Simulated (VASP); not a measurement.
# Li (Fm-3m) in VASP: a series of runs

Li is run at these levels: PBEsol; tasks: density of states.

Everything below comes from runs of VASP 6.6.1. Logs are shortened: lines on timing, memory, paths and dates and some standing lists are left out, and cuts for length are marked.

## 1. The cell of the first run

It takes space group Fm-3m (No. 225, cubic). Conventional cell: a = 3.645 Å, b = 3.645 Å, c = 3.645 Å, α = 90.00°, β = 90.00°, γ = 90.00°. Li (site symmetry m-3m) has 12 Li at 2.58 Å within 3.4 Å.

## 2. Density of states, PBEsol (volume scaled by 0.6)

The input, POSCAR:

```
Li
1.0
    0.0000000000      1.8223148101      1.8223148101
    1.8223148101      0.0000000000      1.8223148101
    1.8223148101      1.8223148101      0.0000000000
Li
1
Direct
    0.0000000000      0.0000000000      0.0000000000
```

The input, INCAR.step1:

```
SYSTEM = Li
  PREC = Accurate
  ENCUT = 520
  EDIFF = 1E-6
  ISMEAR = -1
  SIGMA = 0.05
  LREAL = .False.
  LASPH = .True.
  NELM = 100
  ALGO = Normal
  ISIF = 2
  LWAVE = .False.
  LCHARG = .True.
  GGA = PS
  NBANDS = 8
```

The input, KPOINTS.step1:

```
regular mesh
0
Gamma
  15 15 15
  0 0 0
```

The input, INCAR.step2:

```
SYSTEM = Li
  PREC = Accurate
  ENCUT = 520
  EDIFF = 1E-6
  ISMEAR = -5
  SIGMA = 0.05
  LREAL = .False.
  LASPH = .True.
  NELM = 100
  ALGO = Normal
  ISIF = 2
  LWAVE = .False.
  LCHARG = .False.
  GGA = PS
  LORBIT = 11
  NEDOS = 2001
  ICHARG = 11
```

The input, KPOINTS.step2:

```
regular mesh
0
Gamma
  23 23 23
  0 0 0
```

Potentials or basis: VASP PAW PBE potentials, release 64 (Li_sv).

Run with:

```
cat potpaw_PBE.64/Li_sv/POTCAR > POTCAR
cp INCAR.step1 INCAR
cp KPOINTS.step1 KPOINTS
mpirun -np 1 vasp_std > vasp.out
cp INCAR.step2 INCAR
cp KPOINTS.step2 KPOINTS
mpirun -np 1 vasp_std > vasp.out
```

OUTCAR:

```text
SYSTEM = Li
   PREC = Accurate
   ENCUT = 520
   EDIFF = 1E-6
   ISMEAR = -5
   LREAL = .False.
   LASPH = .True.
   NELM = 100
   ISIF = 2
   GGA = PS
   LORBIT = 11
   ICHARG = 11

 ion  position               nearest neighbor table
   1  0.000  0.000  0.000-

  LATTYP: Found a face centered cubic cell.
 ALAT       =     3.6446296202

  Lattice vectors:

 A1 = (   0.0000000000,   1.8223148101,   1.8223148101)
 A2 = (   1.8223148101,   0.0000000000,   1.8223148101)
 A3 = (   1.8223148101,   1.8223148101,   0.0000000000)

Analysis of symmetry for initial positions (statically):
=====================================================================
 Subroutine PRICEL returns:
 Original cell was already a primitive cell.

 Routine SETGRP: Setting up the symmetry group for a
 face centered cubic supercell.

 Subroutine GETGRP returns: Found 48 space group operations
 (whereof 48 operations were pure point group operations)
 out of a pool of 48 trial point group operations.

The static configuration has the point symmetry O_h .

Analysis of symmetry for dynamics (positions and initial velocities):
=====================================================================
 Subroutine PRICEL returns:
 Original cell was already a primitive cell.

 Routine SETGRP: Setting up the symmetry group for a
 face centered cubic supercell.

 Subroutine GETGRP returns: Found 48 space group operations
 (whereof 48 operations were pure point group operations)
 out of a pool of 48 trial point group operations.

The dynamic configuration has the point symmetry O_h .

 Subroutine INISYM returns: Found 48 space group operations
 (whereof 48 operations are pure point group operations),
 and found     1 'primitive' translations

----------------------------------------------------------------------------------------

                                     Primitive cell

  volume of cell :      12.1032

  direct lattice vectors                    reciprocal lattice vectors
     0.000000000  1.822314810  1.822314810    -0.274376303  0.274376303  0.274376303
     1.822314810  0.000000000  1.822314810     0.274376303 -0.274376303  0.274376303
     1.822314810  1.822314810  0.000000000     0.274376303  0.274376303 -0.274376303

  length of vectors
     2.577142319  2.577142319  2.577142319     0.475233697  0.475233697  0.475233697

  position of ions in fractional coordinates (direct lattice)
     0.000000000  0.000000000  0.000000000

  ion indices of the primitive-cell ions
   primitive index   ion index
                 1           1

----------------------------------------------------------------------------------------

 KPOINTS: regular mesh

Automatic generation of k-mesh.
 Grid dimensions read from file:
 generate k-points for:   23   23   23

 Generating k-lattice:

  Cartesian coordinates                     Fractional coordinates (reciprocal lattice)
    -0.011929404  0.011929404  0.011929404     0.043478261  0.000000000  0.000000000
     0.011929404 -0.011929404  0.011929404     0.000000000  0.043478261  0.000000000
     0.011929404  0.011929404 -0.011929404     0.000000000  0.000000000  0.043478261

  Length of vectors
     0.020662335  0.020662335  0.020662335

  Shift w.r.t. Gamma in fractional coordinates (k-lattice)
     0.000000000  0.000000000  0.000000000

 TETIRR: Found   1662 inequivalent tetrahedra from    73002

 Subroutine IBZKPT returns following result:
 ===========================================

 Found    364 irreducible k-points:

 Following reciprocal coordinates:
            Coordinates               Weight
  0.000000  0.000000  0.000000      1.000000
  0.043478  0.000000  0.000000      8.000000
  0.086957  0.000000  0.000000      8.000000
  0.130435  0.000000  0.000000      8.000000
  0.173913  0.000000  0.000000      8.000000
  0.217391  0.000000  0.000000      8.000000
[... 16 lines left out ...]
  0.478261  0.043478  0.000000     24.000000
 -0.478261  0.043478  0.000000     24.000000
 [... further k-points ...]
   k-points           NKPTS =    364   k-points in BZ     NKDIM =    364   number of bands    NBANDS=      5
   number of dos      NEDOS =   2001   number of ions     NIONS =      1
   total plane-waves  NPLWV =   8000
   dimension x,y,z NGX =    20 NGY =   20 NGZ =   20
   dimension x,y,z NGXF=    40 NGYF=   40 NGZF=   40
   ions per type =               1
   NGX,Y,Z   is equivalent  to a cutoff of  12.90, 12.90, 12.90 a.u.
   NGXF,Y,Z  is equivalent  to a cutoff of  25.80, 25.80, 25.80 a.u.
 SYSTEM =  Li
   PREC   = accura    normal or accurate (medium, high low for compatibility)
   ISTART =      0    job   : 0-new  1-cont  2-samecut
   ICHARG =     11    charge: 1-file 2-atom 10-const
   ISPIN  =      1    spin polarized calculation?
   LNONCOLLINEAR =      F non collinear calculations
   LSORBIT =      F    spin-orbit coupling
   LASPH  =      T    aspherical Exc in radial PAW
   ENCUT  =  520.0 eV  38.22 Ry    6.18 a.u.   4.79  4.79  4.79*2*pi/ulx,y,z
   NELM   =    100;   NELMIN=  2; NELMDL=  0     # of ELM steps
   EDIFF  = 0.1E-05   stopping-criterion for ELM
   LREAL  =      F    real-space projection
   EDIFFG = 0.1E-04   stopping-criterion for IOM
   NSW    =      0    number of steps for IOM
   IBRION =     -1    ionic relax: 0-MD 1-quasi-New 2-CG
   NFREE  =      0    steps in history (QN), initial steepest desc. (CG)
   ISIF   =      2    stress and relaxation
   ISYM   =      2    0-nonsym 1-usesym 2-fastsym
   POTIM  = 0.5000    time-step for ionic-motion
   TEBEG  =    0.0;   TEEND  =   0.0 temperature during run
   PSTRESS=    0.0 pullay stress
   NELECT =       3.0000    total number of electrons
   NUPDOWN=      -1.0000    fix difference up-down
   EMIN   =  10.00;   EMAX   =-10.00  energy-range for DOS
   EFERMI =   0.00;   METHOD = LEGACY
   ISMEAR =    -5;   SIGMA  =   0.05  broadening in eV -4-tet -1-fermi 0-gaus
   EFERMI_NEDOS =   21; number of points for ismear=-14 and -15
   IALGO  =     38    algorithm
   IMIX   =      4    mixing-type and parameters
     AMIX     =   0.40;   BMIX     =  1.00
     AMIX_MAG =   1.60;   BMIX_MAG =  1.00
  volume/ion in A,a.u.               =      12.10        81.68
  Fermi-wavevector in a.u.,A,eV,Ry     =   1.028368  1.943334 14.388713  1.057541
  Thomas-Fermi vector in A             =   2.162361
   LORBIT       =     11    0 simple, 1 ext, 2 COOP (PROOUT), +10 PAW based schemes
   GGA     = PS    functional components
   LHFCALC =     F    Hartree Fock is set to
   AEXX    =    0.0000 exact exchange contribution
   IVDW    =     0    specifies the selected vdW correction
   LEPSILON=     F    determine dielectric tensor
   LRPA    =     F    only Hartree local field effects (RPA)
 non-spin polarized calculation
 Fermi weights with tetrahedron method with Bloechl corrections
  energy-cutoff  :      520.00
  volume of cell :       12.10
 maximum number of plane-waves:       334

 number of electron       3.0000000 magnetization

 Free energy of the ion-electron system (eV)
  ---------------------------------------------------
  ext. energy  EPLUGINS =         0.00000000
  ---------------------------------------------------
  free energy    TOTEN  =        -1.68072478 eV

  energy without entropy =       -1.68072478  energy(sigma->0) =       -1.68072478

 E-fermi :   2.4063     XC(G=0):  -8.4082

 val. band max:        2.3739006228   @ k =   0.4783   0.1739   0.0000
 cond. band min:       2.4163212235   @ k =   0.4783   0.2609   0.0435
 fundamental gap:      0.0424206007
 Fermi energy:         2.4063428613

 k-point     1 :       0.0000    0.0000    0.0000
  band No.  band energies     occupation
      1     -42.7999      2.00000
      2      -1.6279      2.00000
      3      22.8632      0.00000
      4      22.8632      0.00000
      5      22.8632      0.00000

 k-point     2 :       0.0435    0.0000    0.0000
  band No.  band energies     occupation
      1     -42.7975      2.00000
      2      -1.5908      2.00000
      3      22.2675      0.00000
      4      22.7332      0.00000
      5      22.7332      0.00000

 k-point     3 :       0.0870    0.0000    0.0000
  band No.  band energies     occupation
      1     -42.7907      2.00000
      2      -1.4796      2.00000
      3      20.7785      0.00000
      4      22.4074      0.00000
      5      22.4074      0.00000

 k-point     4 :       0.1304    0.0000    0.0000
  band No.  band energies     occupation
      1     -42.7798      2.00000
      2      -1.2938      2.00000
      3      18.9352      0.00000
      4      22.0012      0.00000
      5      22.0012      0.00000

 k-point     5 :       0.1739    0.0000    0.0000
  band No.  band energies     occupation
      1     -42.7655      2.00000
      2      -1.0325      2.00000
      3      17.0327      0.00000
      4      21.5969      0.00000
      5      21.5969      0.00000

 k-point     6 :       0.2174    0.0000    0.0000
  band No.  band energies     occupation
      1     -42.7492      2.00000
      2      -0.6965      2.00000
      3      15.1825      0.00000
      4      21.2370      0.00000
      5      21.2370      0.00000

 k-point     7 :       0.2609    0.0000    0.0000
  band No.  band energies     occupation
      1     -42.7320      2.00000
      2      -0.2878      2.00000
      3      13.4360      0.00000
      4      20.9417      0.00000
      5      20.9417      0.00000

 k-point     8 :       0.3043    0.0000    0.0000
  band No.  band energies     occupation
      1     -42.7151      2.00000
      2       0.1869      2.00000
      3      11.8241      0.00000
      4      20.7167      0.00000
      5      20.7167      0.00000

 k-point     9 :       0.3478    0.0000    0.0000
  band No.  band energies     occupation
      1     -42.6997      2.00000
      2       0.7126      2.00000
      3      10.3759      0.00000
      4      20.5600      0.00000
      5      20.5600      0.00000

 k-point    10 :       0.3913    0.0000    0.0000
  band No.  band energies     occupation
      1     -42.6870      2.00000
      2       1.2563      2.00000
      3       9.1333      0.00000
      4      20.4625      0.00000
      5      20.4626      0.00000

 k-point    11 :       0.4348    0.0000    0.0000
  band No.  band energies     occupation
      1     -42.6781      2.00000
      2       1.7479      2.00000
      3       8.1716      0.00000
      4      20.4094      0.00000
      5      20.4094      0.00000

 k-point    12 :       0.4783    0.0000    0.0000
  band No.  band energies     occupation
      1     -42.6735      2.00000
      2       2.0617      2.00000
      3       7.6218      0.00000
      4      20.3877      0.00000
      5      20.3878      0.00000

 k-point    13 :       0.0435    0.0435    0.0000
  band No.  band energies     occupation
      1     -42.7968      2.00000
      2      -1.5784      2.00000
      3      22.3224      0.00000
      4      22.3225      0.00000
      5      22.9020      0.00000

 k-point    14 :       0.0870    0.0435    0.0000
  band No.  band energies     occupation
      1     -42.7914      2.00000
      2      -1.4917      2.00000
      3      21.2586      0.00000
      4      21.8120      0.00000
      5      22.9012      0.00000

 k-point    15 :       0.1304    0.0435    0.0000
  band No.  band energies     occupation
      1     -42.7818      2.00000
      2      -1.3302      2.00000
      3      19.5420      0.00000
      4      21.2957      0.00000
      5      22.7152      0.00000

 k-point    16 :       0.1739    0.0435    0.0000
  band No.  band energies     occupation
      1     -42.7687      2.00000
      2      -1.0935      2.00000
      3      17.6594      0.00000
      4      20.8265      0.00000
      5      22.4079      0.00000

 k-point    17 :       0.2174    0.0435    0.0000
  band No.  band energies     occupation
      1     -42.7531      2.00000
      2      -0.7813      2.00000
      3      15.7920      0.00000
      4      20.4315      0.00000
      5      22.0674      0.00000

 k-point    18 :       0.2609    0.0435    0.0000
  band No.  band energies     occupation
      1     -42.7362      2.00000
      2      -0.3950      2.00000
      3      14.0111      0.00000
      4      20.1243      0.00000
      5      21.7371      0.00000

 k-point    19 :       0.3043    0.0435    0.0000
  band No.  band energies     occupation
      1     -42.7192      2.00000
      2       0.0608      2.00000
      3      12.3521      0.00000
      4      19.9116      0.00000
      5      21.4282      0.00000

 k-point    20 :       0.3478    0.0435    0.0000
  band No.  band energies     occupation
      1     -42.7034      2.00000
      2       0.5745      2.00000
      3      10.8442      0.00000
      4      19.7937      0.00000
      5      21.1383      0.00000

 k-point    21 :       0.3913    0.0435    0.0000
  band No.  band energies     occupation
      1     -42.6898      2.00000
      2       1.1212      2.00000
      3       9.5244      0.00000
      4      19.7688      0.00000
      5      20.8561      0.00000

 k-point    22 :       0.4348    0.0435    0.0000
  band No.  band energies     occupation
      1     -42.6796      2.00000
      2       1.6459      2.00000
      3       8.4535      0.00000
      4      19.8293      0.00000
      5      20.5760      0.00000

 k-point    23 :       0.4783    0.0435    0.0000
  band No.  band energies     occupation
      1     -42.6736      2.00000
      2       2.0408      2.00000
      3       7.7445      0.00000
      4      19.9657      0.00000
      5      20.3035      0.00000

 k-point    24 :      -0.4783    0.0435    0.0000
  band No.  band energies     occupation
      1     -42.6720      2.00000
      2       2.1569      2.00000
      3       7.5492      0.00000
      4      20.0585      0.00000
      5      20.1630      0.00000

 [... further k-points ...]
[... 5 lines left out ...]
  --------------------------------------------------------------------------------------
  -------------------------------------------------------------------------------------
  Total        1.2258918      1.2258918      1.2258918     -0.0000000     -0.0000000     -0.0000000
  in kB      162.2790708    162.2790708    162.2790708     -0.0000000     -0.0000000     -0.0000000
  external PRESSURE =     162.2790708 kB  Pullay stress =       0.0000000 kB

 VOLUME and BASIS-vectors are now :
 -----------------------------------------------------------------------------
  energy-cutoff  :      520.00
  volume of cell :       12.10
      direct lattice vectors                 reciprocal lattice vectors
     0.000000000  1.822314810  1.822314810    -0.274376303  0.274376303  0.274376303
     1.822314810  0.000000000  1.822314810     0.274376303 -0.274376303  0.274376303
     1.822314810  1.822314810  0.000000000     0.274376303  0.274376303 -0.274376303

 POSITION                                       TOTAL-FORCE (eV/Angst)
 -----------------------------------------------------------------------------------
      0.00000      0.00000      0.00000         0.000000      0.000000      0.000000
 -----------------------------------------------------------------------------------
    total drift:                               -0.000000     -0.000000     -0.000000

  FREE ENERGIE OF THE ION-ELECTRON SYSTEM (eV)
  ---------------------------------------------------
  free  energy   TOTEN  =        -1.6807247778 eV

  energy  without entropy=       -1.6807247778  energy(sigma->0) =       -1.68072478

 total charge

# of ion       s       p       d       tot
------------------------------------------
    1        2.059   0.095   0.000   2.154
```

Wall time 8.8 s (1 thread of Intel Xeon 6975P-C (Granite Rapids), shared host); peak memory 0.12 GiB.

What came out:

```yaml
Valence_electrons_inside_the_program's_atomic_spheres: Li 2.15
```

Caveat: the cutoff is under 1.25 times the usual one of these potentials, so pressure, stress and relaxed cells hold a basis-set (Pulay) error; the PAW data sets were made with another functional, which shifts forces and pressure a little; tetrahedron occupations give inexact forces and stress in metals.

## 3. Density of states, PBEsol (volume scaled by 0.7)

The input, POSCAR:

```
Li
1.0
    0.0000000000      1.9183992735      1.9183992735
    1.9183992735      0.0000000000      1.9183992735
    1.9183992735      1.9183992735      0.0000000000
Li
1
Direct
    0.0000000000      0.0000000000      0.0000000000
```

The input, INCAR.step1:

```
PREC = Accurate ; ENCUT = 520
EDIFF = 1E-6 ; ISMEAR = -1
SIGMA = 0.05 ; LREAL = False
LASPH = True ; NELM = 60
ALGO = Normal ; ISIF = 2
LWAVE = False ; LCHARG = True
GGA = PS ; NBANDS = 8
```

The input, KPOINTS.step1:

```
regular mesh
0
Gamma
  15 15 15
```

The input, INCAR.step2:

```
PREC = Accurate ; ENCUT = 520
EDIFF = 1E-6 ; ISMEAR = -5
SIGMA = 0.05 ; LREAL = False
LASPH = True ; NELM = 60
ALGO = Normal ; ISIF = 2
LWAVE = False ; LCHARG = False
GGA = PS ; LORBIT = 11
NBANDS = 8 ; NEDOS = 1001
ICHARG = 11
```

The input, KPOINTS.step2:

```
regular mesh
0
Gamma
  23 23 23
```

Potentials or basis: VASP PAW PBE potentials, release 64 (Li_sv).

Run with:

```
cat potpaw_PBE.64/Li_sv/POTCAR > POTCAR
cp INCAR.step1 INCAR
cp KPOINTS.step1 KPOINTS
mpirun -np 1 vasp_std > vasp.out
cp INCAR.step2 INCAR
cp KPOINTS.step2 KPOINTS
mpirun -np 1 vasp_std > vasp.out
```

Wall time 12 s (1 thread of Intel Xeon 6975P-C (Granite Rapids), shared host); peak memory 0.13 GiB.

The run converged. Its results:

```
Valence electrons inside the program's atomic spheres : Li 2.12
```

Levels at points of the mesh, in eV from the Fermi level:
| k point | band 1 | band 2 | band 3 | band 4 | band 5 |
| --- | --- | --- | --- | --- | --- |
| (0.00, 0.00, 0.00) | -45.37 | -3.94 | 18.45 | 18.45 | 18.45 |

Caveat: the cutoff is under 1.25 times the usual one of these potentials, so pressure, stress and relaxed cells hold a basis-set (Pulay) error; the PAW data sets were made with another functional, which shifts forces and pressure a little; tetrahedron occupations give inexact forces and stress in metals.

[end of part 1 of 2]
